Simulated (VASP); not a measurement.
Runs of VASP 6.6.1 on GaP. It takes space group F-43m (No. 216, cubic). Conventional cell: a = 5.451 Å, b = 5.451 Å, c = 5.451 Å, α = 90.00°, β = 90.00°, γ = 90.00°. Ga (site symmetry -43m) has 4 P at 2.36 Å within 3.1 Å. Within 3.1 Å of P (site symmetry -43m) lie 4 Ga at 2.36 Å. 

```tsv
level	potentials or basis	gap on the mesh (eV)	pressure (GPa)
RPBE	VASP PAW PBE potentials, release 64 (Ga_d, P)	1.75	(c)
LDA	VASP PAW LDA potentials, release 64 (Ga_d, P)	1.49	-2.7
BLYP	VASP PAW PBE potentials, release 64 (Ga_d, P)	(a)	6.5
revPBE	VASP PAW PBE potentials, release 64 (Ga_d, P)	(b)	3.9
```

Alike in all rows: task single point; no spin polarisation; cell as given; k mesh 6 × 6 × 6; cutoff (eV) 500; smearing gaussian 0.01 eV.

Question: Estimate the missing entries.

Answer: (a) 1.68; (b) 1.72; (c) 4.5.

Caveats: the cell stands under pressure (at least some runs); the PAW data sets were made with another functional, which shifts forces and pressure a little (at least some runs).

A k mesh can miss the band edges, and the runs leave out spin-orbit coupling on Ga.
